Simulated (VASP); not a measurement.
# LiH (Fm-3m) in VASP: notebook

Runs on LiH. Level: PBEsol. Tasks: single point, relaxation of cell and atoms.

All numbers are computed with VASP 6.6.1; they aren't measurements. Logs are shortened: lines on timing, memory, paths and dates and some standing lists are left out, and cuts for length are marked.

## Step 1: The cell of the first run

It takes space group Fm-3m (No. 225, cubic). Conventional cell: a = 3.860 Å, b = 3.860 Å, c = 3.860 Å, α = 90.00°, β = 90.00°, γ = 90.00°. Li (site symmetry m-3m) has 6 H at 1.93 Å within 2.6 Å. Within 2.6 Å of H (site symmetry m-3m) lie 6 Li at 1.93 Å.

## Step 2: Single point, PBEsol

Contents of INCAR:

```
PREC     = Accurate       # precision mode
ENCUT    = 520            # plane-wave cutoff, eV
EDIFF    = 1E-6           # SCF threshold, eV
ISMEAR   = 0              # smearing method
SIGMA    = 0.01           # smearing width, eV
LREAL    = False          # projectors in reciprocal space
LASPH    = True           # aspherical terms in the spheres
NELM     = 100            # most SCF steps
ALGO     = Normal         # electronic algorithm
ISIF     = 2              # what is computed and relaxed
LWAVE    = False          # write WAVECAR
LCHARG   = True           # write CHGCAR
GGA      = PS             # functional
LELF     = True           # ELF
LVHAR    = True         
NBANDS   = 9              # bands
```

Contents of KPOINTS:

```
Automatic mesh
0
Gamma
  10 10 10
```

Contents of POSCAR:

```
LiH
1.0
    1.9300173580      1.9300173580      0.0000000000
   -1.9300173580      1.9300173580      0.0000000000
    0.0000000000      1.9300173580      1.9300173580
Li H
1 1
Direct
    0.0000000000      0.0000000000      0.0000000000
    0.5000000000      0.5000000000      0.0000000000
```

Potentials or basis: VASP PAW PBE potentials, release 64 (Li_sv, H).

The run is started by

```sh
$ cat potpaw_PBE.64/Li_sv/POTCAR potpaw_PBE.64/H/POTCAR > POTCAR
$ mpirun -np 1 vasp_std > vasp.out
```

OUTCAR:

```text
PREC = Accurate
   ENCUT = 520
   EDIFF = 1E-6
   ISMEAR = 0
   LREAL = False
   LASPH = True
   NELM = 100
   ISIF = 2
   GGA = PS

 ion  position               nearest neighbor table
   1  0.000  0.000  0.000-
   2  0.500  0.500  0.000-

  LATTYP: Found a face centered cubic cell.
 ALAT       =     3.8600347160

  Lattice vectors:

 A1 = (   0.0000000000,   1.9300173580,   1.9300173580)
 A2 = (   1.9300173580,   0.0000000000,   1.9300173580)
 A3 = (   1.9300173580,   1.9300173580,   0.0000000000)

Analysis of symmetry for initial positions (statically):
=====================================================================
 Subroutine PRICEL returns:
 Original cell was already a primitive cell.

 Routine SETGRP: Setting up the symmetry group for a
 face centered cubic supercell.

 Subroutine GETGRP returns: Found 48 space group operations
 (whereof 48 operations were pure point group operations)
 out of a pool of 48 trial point group operations.

The static configuration has the point symmetry O_h .

Analysis of symmetry for dynamics (positions and initial velocities):
=====================================================================
 Subroutine PRICEL returns:
 Original cell was already a primitive cell.

 Routine SETGRP: Setting up the symmetry group for a
 face centered cubic supercell.

 Subroutine GETGRP returns: Found 48 space group operations
 (whereof 48 operations were pure point group operations)
 out of a pool of 48 trial point group operations.

The dynamic configuration has the point symmetry O_h .

 Subroutine INISYM returns: Found 48 space group operations
 (whereof 48 operations are pure point group operations),
 and found     1 'primitive' translations

----------------------------------------------------------------------------------------

                                     Primitive cell

  volume of cell :      14.3785

  direct lattice vectors                    reciprocal lattice vectors
     1.930017358  1.930017358  0.000000000     0.259065028  0.259065028 -0.259065028
    -1.930017358  1.930017358  0.000000000    -0.259065028  0.259065028 -0.259065028
     0.000000000  1.930017358  1.930017358     0.000000000  0.000000000  0.518130055

  length of vectors
     2.729456723  2.729456723  2.729456723     0.448713790  0.448713790  0.518130055

  position of ions in fractional coordinates (direct lattice)
     0.000000000  0.000000000  0.000000000
     0.500000000  0.500000000  0.000000000

  ion indices of the primitive-cell ions
   primitive index   ion index
                 1           1
                 2           2

----------------------------------------------------------------------------------------

 KPOINTS: Automatic mesh

Automatic generation of k-mesh.
 Grid dimensions read from file:
 generate k-points for:   10   10   10

 Generating k-lattice:

  Cartesian coordinates                     Fractional coordinates (reciprocal lattice)
     0.025906503  0.025906503 -0.025906503     0.100000000  0.000000000  0.000000000
    -0.025906503  0.025906503 -0.025906503     0.000000000  0.100000000  0.000000000
     0.000000000  0.000000000  0.051813006     0.000000000  0.000000000  0.100000000

  Length of vectors
     0.044871379  0.044871379  0.051813006

  Shift w.r.t. Gamma in fractional coordinates (k-lattice)
     0.000000000  0.000000000  0.000000000

 Subroutine IBZKPT returns following result:
 ===========================================

 Found     47 irreducible k-points:

 Following reciprocal coordinates:
            Coordinates               Weight
  0.000000  0.000000  0.000000      1.000000
  0.100000  0.000000  0.000000      8.000000
  0.200000  0.000000  0.000000      8.000000
  0.300000  0.000000  0.000000      8.000000
  0.400000  0.000000  0.000000      8.000000
  0.500000  0.000000  0.000000      4.000000
[... 16 lines left out ...]
  0.300000  0.300000  0.000000     12.000000
  0.400000  0.300000  0.000000     24.000000
 [... further k-points ...]
   k-points           NKPTS =     47   k-points in BZ     NKDIM =     47   number of bands    NBANDS=      9
   number of dos      NEDOS =    301   number of ions     NIONS =      2
   total plane-waves  NPLWV =   8000
   dimension x,y,z NGX =    20 NGY =   20 NGZ =   20
   dimension x,y,z NGXF=    40 NGYF=   40 NGZF=   40
   ions per type =               1   1
   NGX,Y,Z   is equivalent  to a cutoff of  12.18, 12.18, 12.18 a.u.
   NGXF,Y,Z  is equivalent  to a cutoff of  24.36, 24.36, 24.36 a.u.
 SYSTEM =  unknown system
   PREC   = accura    normal or accurate (medium, high low for compatibility)
   ISTART =      0    job   : 0-new  1-cont  2-samecut
   ICHARG =      2    charge: 1-file 2-atom 10-const
   ISPIN  =      1    spin polarized calculation?
   LNONCOLLINEAR =      F non collinear calculations
   LSORBIT =      F    spin-orbit coupling
   LASPH  =      T    aspherical Exc in radial PAW
   ENCUT  =  520.0 eV  38.22 Ry    6.18 a.u.   5.07  5.07  5.07*2*pi/ulx,y,z
   NELM   =    100;   NELMIN=  2; NELMDL= -5     # of ELM steps
   EDIFF  = 0.1E-05   stopping-criterion for ELM
   LREAL  =      F    real-space projection
[... 7 lines left out ...]
   TEBEG  =    0.0;   TEEND  =   0.0 temperature during run
   PSTRESS=    0.0 pullay stress
   NELECT =       4.0000    total number of electrons
   NUPDOWN=      -1.0000    fix difference up-down
   EMIN   =  10.00;   EMAX   =-10.00  energy-range for DOS
   EFERMI =   0.00;   METHOD = LEGACY
   ISMEAR =     0;   SIGMA  =   0.01  broadening in eV -4-tet -1-fermi 0-gaus
   EFERMI_NEDOS =   21; number of points for ismear=-14 and -15
   IALGO  =     38    algorithm
   IMIX   =      4    mixing-type and parameters
     AMIX     =   0.40;   BMIX     =  1.00
     AMIX_MAG =   1.60;   BMIX_MAG =  1.00
  volume/ion in A,a.u.               =       7.19        48.52
  Fermi-wavevector in a.u.,A,eV,Ry     =   1.068703  2.019555 15.539563  1.142126
  Thomas-Fermi vector in A             =   2.204359
   LORBIT       =      0    0 simple, 1 ext, 2 COOP (PROOUT), +10 PAW based schemes
   GGA     = PS    functional components
   LHFCALC =     F    Hartree Fock is set to
   AEXX    =    0.0000 exact exchange contribution
   IVDW    =     0    specifies the selected vdW correction
   LEPSILON=     F    determine dielectric tensor
   LRPA    =     F    only Hartree local field effects (RPA)
 non-spin polarized calculation
 Gauss-broadening in eV      SIGMA  =   0.01
  energy-cutoff  :      520.00
  volume of cell :       14.38
 maximum number of plane-waves:       396
   NGX = 11   NGY = 11   NGZ = 11

 number of electron       3.9999989 magnetization

 Free energy of the ion-electron system (eV)
  ---------------------------------------------------
  ext. energy  EPLUGINS =         0.00000000
  ---------------------------------------------------
  free energy    TOTEN  =        -6.10313889 eV

  energy without entropy =       -6.10313889  energy(sigma->0) =       -6.10313889

 E-fermi :   1.0203     XC(G=0):  -8.9830

 val. band max:        0.7240285372   @ k =   0.5000   0.5000   0.0000
 cond. band min:       3.3632675754   @ k =   0.5000   0.5000   0.0000
 fundamental gap:      2.6392390382
 Fermi energy:         1.0203063162

 k-point     1 :       0.0000    0.0000    0.0000
  band No.  band energies     occupation
      1     -42.9116      2.00000
      2      -5.2578      2.00000
      3      18.3504      0.00000
      4      19.6071      0.00000
      5      19.6071      0.00000
      6      19.6071      0.00000
      7      24.4658      0.00000
      8      24.4659      0.00000
      9      24.4659      0.00000

 k-point     2 :       0.1000    0.0000    0.0000
  band No.  band energies     occupation
      1     -42.9041      2.00000
      2      -5.0747      2.00000
      3      16.4046      0.00000
      4      18.7676      0.00000
      5      19.1657      0.00000
      6      19.1657      0.00000
      7      23.8751      0.00000
      8      25.3957      0.00000
      9      25.3957      0.00000

 k-point     3 :       0.2000    0.0000    0.0000
  band No.  band energies     occupation
      1     -42.8852      2.00000
      2      -4.5388      2.00000
      3      12.6929      0.00000
      4      17.4674      0.00000
      5      18.4653      0.00000
      6      18.4653      0.00000
      7      24.8470      0.00000
      8      25.2613      0.00000
      9      25.2613      0.00000

 k-point     4 :       0.3000    0.0000    0.0000
  band No.  band energies     occupation
      1     -42.8619      2.00000
      2      -3.7095      2.00000
      3       9.2582      0.00000
      4      16.3162      0.00000
      5      18.0441      0.00000
      6      18.0441      0.00000
      7      23.0386      0.00000
      8      23.0386      0.00000
      9      26.5952      0.00000

 k-point     5 :       0.4000    0.0000    0.0000
  band No.  band energies     occupation
      1     -42.8428      2.00000
      2      -2.7935      2.00000
      3       6.7146      0.00000
      4      15.5579      0.00000
      5      17.9798      0.00000
      6      17.9798      0.00000
      7      21.4171      0.00000
      8      21.4171      0.00000
      9      28.6923      0.00000

 k-point     6 :       0.5000    0.0000    0.0000
  band No.  band energies     occupation
      1     -42.8356      2.00000
      2      -2.3326      2.00000
      3       5.7024      0.00000
      4      15.2956      0.00000
      5      18.0477      0.00000
      6      18.0477      0.00000
      7      20.7797      0.00000
      8      20.7797      0.00000
      9      29.9556      0.00000
[... 169 lines left out ...]
 k-point    21 :      -0.3000    0.2000    0.0000
  band No.  band energies     occupation
      1     -42.8591      2.00000
      2      -3.5536      2.00000
      3      11.1544      0.00000
      4      13.5430      0.00000
      5      14.4844      0.00000
      6      19.0299      0.00000
      7      20.0495      0.00000
      8      28.1546      0.00000
      9      30.3278      0.00000

 k-point    22 :      -0.2000    0.2000    0.0000
  band No.  band energies     occupation
      1     -42.8768      2.00000
      2      -4.2460      2.00000
      3      13.8016      0.00000
      4      15.3236      0.00000
      5      15.3236      0.00000
      6      18.7336      0.00000
      7      20.0514      0.00000
      8      27.7179      0.00000
      9      30.8922      0.00000

 k-point    23 :       0.3000    0.3000    0.0000
  band No.  band energies     occupation
      1     -42.8235      2.00000
      2      -1.2690      2.00000
      3       6.5299      0.00000
      4       8.5222      0.00000
      5      15.0012      0.00000
      6      17.6657      0.00000
      7      27.3505      0.00000
      8      28.4115      0.00000
      9      29.8283      0.00000

 k-point    24 :       0.4000    0.3000    0.0000
  band No.  band energies     occupation
      1     -42.8177      2.00000
      2      -0.5063      2.00000
      3       5.2955      0.00000
      4       8.5963      0.00000
      5      13.7465      0.00000
      6      17.9620      0.00000
      7      24.9963      0.00000
      8      29.1734      0.00000
      9      32.4969      0.00000

 [... further k-points ...]
[... 5 lines left out ...]
  --------------------------------------------------------------------------------------
  -------------------------------------------------------------------------------------
  Total        0.3404938      0.3404938      0.3404938     -0.0000000      0.0000000     -0.0000000
  in kB       37.9407655     37.9407655     37.9407655     -0.0000000      0.0000000     -0.0000000
  external PRESSURE =      37.9407655 kB  Pullay stress =       0.0000000 kB

 VOLUME and BASIS-vectors are now :
 -----------------------------------------------------------------------------
  energy-cutoff  :      520.00
  volume of cell :       14.38
      direct lattice vectors                 reciprocal lattice vectors
     1.930017358  1.930017358  0.000000000     0.259065028  0.259065028 -0.259065028
    -1.930017358  1.930017358  0.000000000    -0.259065028  0.259065028 -0.259065028
     0.000000000  1.930017358  1.930017358     0.000000000  0.000000000  0.518130055

 POSITION                                       TOTAL-FORCE (eV/Angst)
 -----------------------------------------------------------------------------------
      0.00000      0.00000      0.00000         0.000000      0.000000      0.000000
      0.00000      1.93002      0.00000        -0.000000     -0.000000      0.000000
 -----------------------------------------------------------------------------------
    total drift:                               -0.000000      0.000000     -0.000000

  FREE ENERGIE OF THE ION-ELECTRON SYSTEM (eV)
  ---------------------------------------------------
  free  energy   TOTEN  =        -6.1031388865 eV

  energy  without entropy=       -6.1031388865  energy(sigma->0) =       -6.10313889
```

Wall time 16 s (1 thread of AMD EPYC 7R13, shared host); peak memory 0.09 GiB.

What came out:

```
Free energy            : -6.1031 eV
Band gap on the k mesh : 2.64 eV, direct
```

Levels at points of the mesh, in eV from the valence-band top:
| k point | band 1 | band 2 | band 3 | band 4 | band 5 | band 6 | band 7 |
| --- | --- | --- | --- | --- | --- | --- | --- |
| (0.00, 0.00, 0.00) | -43.64 | -5.98 | 17.63 | 18.88 | 18.88 | 18.88 | 23.74 |
| (0.50, 0.00, 0.00) | -43.56 | -3.06 | 4.98 | 14.57 | 17.32 | 17.32 | 20.06 |
| (0.50, 0.50, 0.00) | -43.54 | 0.00 | 2.64 | 11.17 | 11.17 | 14.39 | 18.84 |

Caveat: the cutoff is under 1.25 times the usual one of these potentials, so pressure, stress and relaxed cells hold a basis-set (Pulay) error; the PAW data sets were made with another functional, which shifts forces and pressure a little. PBEsol gaps usually lie below the measured ones, often by a third to a half.

## Step 3: Single point, PBEsol

This run uses another cell than the first one, of 7.89 Å³/atom, 1.097 times its volume.

Contents of INCAR:

```
SYSTEM = LiH
  PREC = Accurate
  ENCUT = 520
  EDIFF = 1E-6
  ISMEAR = 0
  SIGMA = 0.01
  LREAL = .FALSE.
  LASPH = .TRUE.
  NELM = 80
  ALGO = Normal
  ISIF = 2
  LWAVE = .FALSE.
  LCHARG = .TRUE.
  GGA = PS
  LELF = .TRUE.
  LVHAR = .TRUE.
  NBANDS = 9
```

Contents of KPOINTS:

```
Automatic mesh
0
G
  10 10 10
  0 0 0
```

Contents of POSCAR:

```
LiH
1.0
    1.9903724901      1.9903724901      0.0000000000
   -1.9903724901      1.9903724901      0.0000000000
    0.0000000000      1.9903724901      1.9903724901
Li H
1 1
Direct
    0.0000000000      0.0000000000      0.0000000000
    0.5000000000      0.5000000000      0.0000000000
```

Potentials or basis: VASP PAW PBE potentials, release 64 (Li_sv, H).

The run is started by

```sh
$ cat potpaw_PBE.64/Li_sv/POTCAR potpaw_PBE.64/H/POTCAR > POTCAR
$ mpirun -np 1 vasp_std > vasp.out
```

Run time: 24 s. Hardware: 1 thread of AMD EPYC 7R13, shared host; peak memory 0.1 GiB.

It converged, with:

```
Free energy            : -6.1204 eV
Band gap on the k mesh : 2.73 eV, direct
```

Levels at points of the mesh, in eV from the valence-band top:
| k point | band 1 | band 2 | band 3 | band 4 | band 5 | band 6 |
| --- | --- | --- | --- | --- | --- | --- |
| (0.00, 0.00, 0.00) | -43.69 | -5.62 | 16.37 | 17.94 | 17.94 | 17.94 |
| (0.50, 0.00, 0.00) | -43.63 | -2.77 | 4.75 | 13.75 | 16.48 | 16.48 |
| (0.50, 0.50, 0.00) | -43.62 | 0.00 | 2.73 | 10.72 | 10.72 | 13.81 |

Caveat: the cutoff is under 1.25 times the usual one of these potentials, so pressure, stress and relaxed cells hold a basis-set (Pulay) error; the PAW data sets were made with another functional, which shifts forces and pressure a little. A k mesh can miss the band edges.

(Continued in part 2 of 3.)
